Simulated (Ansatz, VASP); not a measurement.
# One calculation of B3N2, two programs

```
CELL_PARAMETERS angstrom
7.77008 0.00000 0.00000
0.00000 7.77008 0.00000
0.00000 0.00000 2.62459
ATOMIC_POSITIONS crystal
B 0.00000 0.00000 0.00000
B 0.50000 0.50000 0.00000
B 0.24948 0.74948 0.50000
B 0.25052 0.24948 0.50000
B 0.75052 0.25052 0.50000
B 0.74948 0.75052 0.50000
N 0.24946 0.74946 0.00000
N 0.25054 0.24946 0.00000
N 0.75054 0.25054 0.00000
N 0.74946 0.75054 0.00000
```

Alike in both runs: functional PBE; k mesh 6 × 6 × 14; occupations gaussian, width 0.1 eV; no spin polarisation.

Ansatz relaxed the structure, and its values are those at the end. VASP's run is a single point on that final structure, the one shown.

```csv
,VASP,Ansatz
version,VASP 6.6.1,Ansatz 0.2.0
potentials or method,"VASP PAW PBE potentials, release 64 (B, N), cutoff 520 eV","scalar-relativistic, plane waves, PAW"
valence electrons in the cell,38,38
```

Ansatz gave:

```
gap on the k mesh at the Fermi level (eV) : none
pressure (GPa)                            : 0.0
```

**Question.** Which values does VASP return?

**Answer.** gap on the k mesh at the Fermi level (eV): none; pressure (GPa): -0.3.

A gap of «none» marks a metal or a gap that the smearing closes.
